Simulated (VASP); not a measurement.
# SnSe (Fm-3m) in VASP: notebook

The runs below take SnSe through relaxation of cell and atoms, single point, with LDA.

Everything below comes from runs of VASP 6.6.1. Logs are shortened: lines on timing, memory, paths and dates and some standing lists are left out, and cuts for length are marked.

## Step 1: The cell of the first run

Symmetry: Fm-3m, No. 225, cubic system. The conventional cell has a = 5.893 Å, b = 5.893 Å, c = 5.893 Å, α = 90.00°, β = 90.00°, γ = 90.00°. Sn (site symmetry m-3m) has 6 Se at 2.95 Å within 3.9 Å. Se (site symmetry m-3m) has 6 Sn at 2.95 Å within 3.9 Å.

## Step 2: Relaxation of cell and atoms, LDA, target pressure 40 GPa, at which the enthalpy is minimised

File INCAR:

```
PREC = Accurate ; ENCUT = 600
EDIFF = 1E-6 ; ISMEAR = 0
SIGMA = 0.01 ; LREAL = F
LASPH = T ; NELM = 80
ALGO = Normal ; ISIF = 3
LWAVE = F ; LCHARG = F
GGA = CA ; IBRION = 2
NSW = 80 ; EDIFFG = -0.001
PSTRESS = 400.0
```

File KPOINTS:

```
Automatic mesh
0
Gamma
  8 8 8
```

File POSCAR:

```
SnSe
1.0
    0.0000000000      2.9462619130      2.9462619130
    2.9462619130      0.0000000000      2.9462619130
    2.9462619130      2.9462619130      0.0000000000
Sn Se
1 1
Direct
    0.0000000000      0.0000000000      0.0000000000
    0.5000000000      0.5000000000      0.5000000000
```

Potentials or basis: VASP PAW LDA potentials, release 64 (Sn_d, Se).

On the command line:

```sh
$ cat potpaw_LDA.64/Sn_d/POTCAR potpaw_LDA.64/Se/POTCAR > POTCAR
$ mpirun -np 1 vasp_std > vasp.out
```

OUTCAR:

```text
PREC = Accurate
   ENCUT = 600
   EDIFF = 1E-6
   ISMEAR = 0
   LREAL = F
   LASPH = T
   NELM = 80
   ISIF = 3
   GGA = CA
   IBRION = 2
   NSW = 80
   EDIFFG = -0.001
   PSTRESS = 400.0

 ion  position               nearest neighbor table
   1  0.000  0.000  0.000-   2 2.95   2 2.95   2 2.95   2 2.95   2 2.95   2 2.95
   2  0.500  0.500  0.500-   1 2.95   1 2.95   1 2.95   1 2.95   1 2.95   1 2.95

  LATTYP: Found a face centered cubic cell.
 ALAT       =     5.8925238260

  Lattice vectors:

 A1 = (   0.0000000000,   2.9462619130,   2.9462619130)
 A2 = (   2.9462619130,   0.0000000000,   2.9462619130)
 A3 = (   2.9462619130,   2.9462619130,   0.0000000000)

Analysis of symmetry for initial positions (statically):
=====================================================================
 Subroutine PRICEL returns:
 Original cell was already a primitive cell.

 Routine SETGRP: Setting up the symmetry group for a
 face centered cubic supercell.

 Subroutine GETGRP returns: Found 48 space group operations
 (whereof 48 operations were pure point group operations)
 out of a pool of 48 trial point group operations.

The static configuration has the point symmetry O_h .

Analysis of symmetry for dynamics (positions and initial velocities):
=====================================================================
 Subroutine PRICEL returns:
 Original cell was already a primitive cell.

 Routine SETGRP: Setting up the symmetry group for a
 face centered cubic supercell.

 Subroutine GETGRP returns: Found 48 space group operations
 (whereof 48 operations were pure point group operations)
 out of a pool of 48 trial point group operations.

The dynamic configuration has the point symmetry O_h .

 Subroutine INISYM returns: Found 48 space group operations
 (whereof 48 operations are pure point group operations),
 and found     1 'primitive' translations

----------------------------------------------------------------------------------------

                                     Primitive cell

  volume of cell :      51.1498

  direct lattice vectors                    reciprocal lattice vectors
     0.000000000  2.946261913  2.946261913    -0.169706569  0.169706569  0.169706569
     2.946261913  0.000000000  2.946261913     0.169706569 -0.169706569  0.169706569
     2.946261913  2.946261913  0.000000000     0.169706569  0.169706569 -0.169706569

  length of vectors
     4.166643556  4.166643556  4.166643556     0.293940400  0.293940400  0.293940400

  position of ions in fractional coordinates (direct lattice)
     0.000000000  0.000000000  0.000000000
     0.500000000  0.500000000  0.500000000

  ion indices of the primitive-cell ions
   primitive index   ion index
                 1           1
                 2           2

----------------------------------------------------------------------------------------

 KPOINTS: Automatic mesh

Automatic generation of k-mesh.
 Grid dimensions read from file:
 generate k-points for:    8    8    8

 Generating k-lattice:

  Cartesian coordinates                     Fractional coordinates (reciprocal lattice)
    -0.021213321  0.021213321  0.021213321     0.125000000  0.000000000  0.000000000
     0.021213321 -0.021213321  0.021213321     0.000000000  0.125000000  0.000000000
     0.021213321  0.021213321 -0.021213321     0.000000000  0.000000000  0.125000000

  Length of vectors
     0.036742550  0.036742550  0.036742550

  Shift w.r.t. Gamma in fractional coordinates (k-lattice)
     0.000000000  0.000000000  0.000000000

 Subroutine IBZKPT returns following result:
 ===========================================

 Found     29 irreducible k-points:

 Following reciprocal coordinates:
            Coordinates               Weight
  0.000000  0.000000  0.000000      1.000000
  0.125000  0.000000  0.000000      8.000000
  0.250000  0.000000  0.000000      8.000000
  0.375000  0.000000  0.000000      8.000000
  0.500000  0.000000  0.000000      4.000000
  0.125000  0.125000  0.000000      6.000000
[... 16 lines left out ...]
  0.500000  0.250000  0.125000     48.000000
 -0.375000  0.250000  0.125000     24.000000
 [... further k-points ...]
   k-points           NKPTS =     29   k-points in BZ     NKDIM =     29   number of bands    NBANDS=     14
   number of dos      NEDOS =    301   number of ions     NIONS =      2
   total plane-waves  NPLWV =  46656
   dimension x,y,z NGX =    36 NGY =   36 NGZ =   36
   dimension x,y,z NGXF=    72 NGYF=   72 NGZF=   72
   ions per type =               1   1
   NGX,Y,Z   is equivalent  to a cutoff of  14.36, 14.36, 14.36 a.u.
   NGXF,Y,Z  is equivalent  to a cutoff of  28.73, 28.73, 28.73 a.u.
 SYSTEM =  unknown system
   PREC   = accura    normal or accurate (medium, high low for compatibility)
   ISTART =      0    job   : 0-new  1-cont  2-samecut
   ICHARG =      2    charge: 1-file 2-atom 10-const
   ISPIN  =      1    spin polarized calculation?
   LNONCOLLINEAR =      F non collinear calculations
   LSORBIT =      F    spin-orbit coupling
   LASPH  =      T    aspherical Exc in radial PAW
   ENCUT  =  600.0 eV  44.10 Ry    6.64 a.u.   8.32  8.32  8.32*2*pi/ulx,y,z
   NELM   =     80;   NELMIN=  2; NELMDL= -5     # of ELM steps
   EDIFF  = 0.1E-05   stopping-criterion for ELM
   LREAL  =      F    real-space projection
   EDIFFG = -.1E-02   stopping-criterion for IOM
   NSW    =     80    number of steps for IOM
   IBRION =      2    ionic relax: 0-MD 1-quasi-New 2-CG
   NFREE  =      1    steps in history (QN), initial steepest desc. (CG)
   ISIF   =      3    stress and relaxation
   ISYM   =      2    0-nonsym 1-usesym 2-fastsym
   POTIM  = 0.5000    time-step for ionic-motion
   TEBEG  =    0.0;   TEEND  =   0.0 temperature during run
   PSTRESS=  400.0 pullay stress
   NELECT =      20.0000    total number of electrons
   NUPDOWN=      -1.0000    fix difference up-down
   EMIN   =  10.00;   EMAX   =-10.00  energy-range for DOS
   EFERMI =   0.00;   METHOD = LEGACY
   ISMEAR =     0;   SIGMA  =   0.01  broadening in eV -4-tet -1-fermi 0-gaus
   EFERMI_NEDOS =   21; number of points for ismear=-14 and -15
   IALGO  =     38    algorithm
   IMIX   =      4    mixing-type and parameters
     AMIX     =   0.40;   BMIX     =  1.00
     AMIX_MAG =   1.60;   BMIX_MAG =  1.00
  volume/ion in A,a.u.               =      25.57       172.59
  Fermi-wavevector in a.u.,A,eV,Ry     =   1.197118  2.262224 19.498380  1.433091
  Thomas-Fermi vector in A             =   2.333041
   LORBIT       =      0    0 simple, 1 ext, 2 COOP (PROOUT), +10 PAW based schemes
   GGA     = CA    functional components
   LHFCALC =     F    Hartree Fock is set to
   AEXX    =    0.0000 exact exchange contribution
   IVDW    =     0    specifies the selected vdW correction
   LEPSILON=     F    determine dielectric tensor
   LRPA    =     F    only Hartree local field effects (RPA)
 conjugate gradient relaxation of ions
 non-spin polarized calculation
 Gauss-broadening in eV      SIGMA  =   0.01
  energy-cutoff  :      600.00
  volume of cell :       51.15
 maximum number of plane-waves:      1727
 NGX is ok and might be reduce to    36
   NGX = 17   NGY = 17   NGZ = 17

--------------------------------------- Ionic step        1  -------------------------------------------

 number of electron      20.0000001 magnetization

 Free energy of the ion-electron system (eV)
  ---------------------------------------------------
  ext. energy  EPLUGINS =         0.00000000
  ---------------------------------------------------
  free energy    TOTEN  =        -9.50978384 eV

  energy without entropy =       -9.50978384  energy(sigma->0) =       -9.50978384

 E-fermi :   6.0869     XC(G=0): -10.1696

 val. band max:        6.0425228486   @ k =  -0.2500   0.1250   0.0000
 cond. band min:       6.8092518238   @ k =  -0.3750   0.1250   0.0000
 fundamental gap:      0.7667289752
 Fermi energy:         6.0868874988

 k-point     1 :       0.0000    0.0000    0.0000
  band No.  band energies     occupation
      1     -15.3286      2.00000
      2     -15.3286      2.00000
      3     -15.3236      2.00000
      4     -15.3236      2.00000
      5     -15.3236      2.00000
      6      -8.1536      2.00000
      7       1.2001      2.00000
      8       3.8152      2.00000
      9       3.8152      2.00000
     10       3.8152      2.00000
     11      10.6299      0.00000
     12      10.6299      0.00000
     13      10.6299      0.00000
     14      11.9596      0.00000
[... 375 lines left out ...]
 k-point    24 :      -0.3750    0.2500    0.1250
  band No.  band energies     occupation
      1     -15.3477      2.00000
      2     -15.3329      2.00000
      3     -15.3174      2.00000
      4     -15.3122      2.00000
      5     -15.3051      2.00000
      6      -6.8891      2.00000
      7      -1.8199      2.00000
      8       2.1374      2.00000
      9       2.7328      2.00000
     10       5.3924      2.00000
     11       7.1182      0.00000
     12       9.3548      0.00000
     13      10.3539      0.00000
     14      13.3776      0.00000

 [... further k-points ...]
[... 5 lines left out ...]
  --------------------------------------------------------------------------------------
  -------------------------------------------------------------------------------------
  Total        0.0554164      0.0554164      0.0554164     -0.0000000      0.0000000      0.0000000
  in kB        1.7358216      1.7358216      1.7358216     -0.0000000      0.0000000      0.0000000
  external PRESSURE =    -398.2641784 kB  Pullay stress =     400.0000000 kB
[... 93 lines left out ...]
  FREE ENERGIE OF THE ION-ELECTRON SYSTEM (eV)
  ---------------------------------------------------
  free  energy   TOTEN  =        -8.7523531493 eV

  energy  without entropy=       -8.7523531493  energy(sigma->0) =       -8.75235315

  enthalpy is  TOTEN    =         1.1858444103 eV   P V=        9.9381975596

[... ionic steps 4 to 16 ...]

--------------------------------------- Ionic step       17  -------------------------------------------

 number of electron      19.9999998 magnetization

------------------------ aborting loop because EDIFF is reached ----------------------------------------

  FORCE on cell =-STRESS in cart. coord.  units (eV):
  Direction    XX          YY          ZZ          XY          YZ          ZX
  --------------------------------------------------------------------------------------
  -------------------------------------------------------------------------------------
  Total        9.2123215      9.2123215      9.2123215      0.0000000     -0.0000000      0.0000000
  in kB      400.2852641    400.2852641    400.2852641      0.0000000     -0.0000000      0.0000000
  external PRESSURE =       0.2852641 kB  Pullay stress =     400.0000000 kB
[... 61 lines left out ...]
  enthalpy is  TOTEN    =         1.0533626320 eV   P V=        9.2064787626

--------------------------------------- Ionic step       19  -------------------------------------------

 number of electron      19.9999998 magnetization

 Free energy of the ion-electron system (eV)
  ---------------------------------------------------
  ext. energy  EPLUGINS =         0.00000000
  ---------------------------------------------------
  free energy    TOTEN  =        -8.15343108 eV

  energy without entropy =       -8.15342555  energy(sigma->0) =       -8.15342832

 E-fermi :  11.4651     XC(G=0): -11.7325

 val. band max:       11.4438239522   @ k =  -0.2500   0.1250   0.0000
 cond. band min:      11.4838131922   @ k =   0.5000   0.0000   0.0000
 fundamental gap:      0.0399892400
 Fermi energy:        11.4650620764

 k-point     1 :       0.0000    0.0000    0.0000
  band No.  band energies     occupation
      1     -11.1203      2.00000
      2     -11.1203      2.00000
      3     -11.0886      2.00000
      4     -11.0886      2.00000
      5     -11.0886      2.00000
      6      -6.5293      2.00000
      7       7.3161      2.00000
      8       7.3161      2.00000
      9       7.3161      2.00000
     10       7.3950      2.00000
     11      16.0880      0.00000
     12      16.0880      0.00000
     13      16.0880      0.00000
     14      16.5416      0.00000
[... 375 lines left out ...]
 k-point    24 :      -0.3750    0.2500    0.1250
  band No.  band energies     occupation
      1     -11.2210      2.00000
      2     -11.1453      2.00000
      3     -11.0742      2.00000
      4     -11.0511      2.00000
      5     -11.0220      2.00000
      6      -4.0214      2.00000
      7       0.6282      2.00000
      8       4.9196      2.00000
      9       5.8436      2.00000
     10      10.2030      2.00000
     11      11.5809      0.00000
     12      14.5955      0.00000
     13      16.3666      0.00000
     14      18.5051      0.00000

 [... further k-points ...]
[... 5 lines left out ...]
  --------------------------------------------------------------------------------------
  -------------------------------------------------------------------------------------
  Total        9.2056885      9.2056885      9.2056885      0.0000000      0.0000000     -0.0000000
  in kB      399.9519714    399.9519714    399.9519714      0.0000000      0.0000000     -0.0000000
  external PRESSURE =      -0.0480286 kB  Pullay stress =     400.0000000 kB
[... 17 lines left out ...]
  FREE ENERGIE OF THE ION-ELECTRON SYSTEM (eV)
  ---------------------------------------------------
  free  energy   TOTEN  =        -8.1534310794 eV

  energy  without entropy=       -8.1534255528  energy(sigma->0) =       -8.15342832

  enthalpy is  TOTEN    =         1.0533628737 eV   P V=        9.2067939531

 reached required accuracy - stopping structural energy minimisation
```

Wall time 2.1 min (1 thread of AMD EPYC 9R45 (Zen 5), shared host); peak memory 0.18 GiB.

What came out:

| Property | Result |
| --- | --- |
| Free energy | -8.1534 eV |
| Relaxed volume | 18.44 Å³/atom |
| Relaxed cell | a = 3.736 Å, b = 3.736 Å, c = 3.736 Å, α = 60.00°, β = 60.00°, γ = 60.00° |
| Space group after relaxing (to 0.05 Å) | Fm-3m (No. 225) |
| Energy change on relaxing (the enthalpy is what falls) | +678.2 meV/atom |
| Ionic steps | 19 |
| Pressure after relaxing | 40.0 GPa |
| Band gap on the k mesh | 0.04 eV, indirect (least direct gap 0.39 eV) |

Step by step:
```csv
step,energy change (eV),largest force (eV/Å),pressure (GPa),volume (Å³)
1,0.0000,0.0000,0.17,51.15
2,29.0184,0.0000,743.59,17.05
3,0.7574,0.0000,26.37,39.81
4,0.9849,0.0000,31.62,38.55
5,1.3778,0.0000,40.46,36.79
6,1.3141,0.0000,39.03,37.05
7,1.3163,0.0000,39.08,37.04
8,1.3231,0.0000,39.27,37.01
9,1.3232,0.0000,39.23,37.01
10,1.3234,0.0000,39.22,37.01
11,1.3240,0.0000,39.22,37.01
12,1.3250,0.0000,39.29,37.00
13,1.3270,0.0000,39.32,37.00
14,1.3311,0.0000,39.43,36.98
15,1.3394,0.0000,39.64,36.95
16,1.3560,0.0000,39.97,36.88
17,1.3574,0.0000,40.03,36.87
18,1.3567,0.0000,40.03,36.88
19,1.3564,0.0000,40.00,36.88
```

Final structure:
```
Sn Se
1.0
     0.00000    2.64186    2.64186
     2.64186    0.00000    2.64186
     2.64186    2.64186    0.00000
Sn Se
1 1
Cartesian
  0.0000 0.0000 0.0000
  2.6419 2.6419 2.6419
```

Caveat: the cell is relaxed towards a set pressure, so the enthalpy falls and the energy may rise; the volume moved by over 15 % at a fixed basis, so the end points are rough; spin-orbit coupling is left out, which moves the levels of the heavy elements. LDA usually gives volumes a few per cent too small.

(Continued in part 2 of 2.)
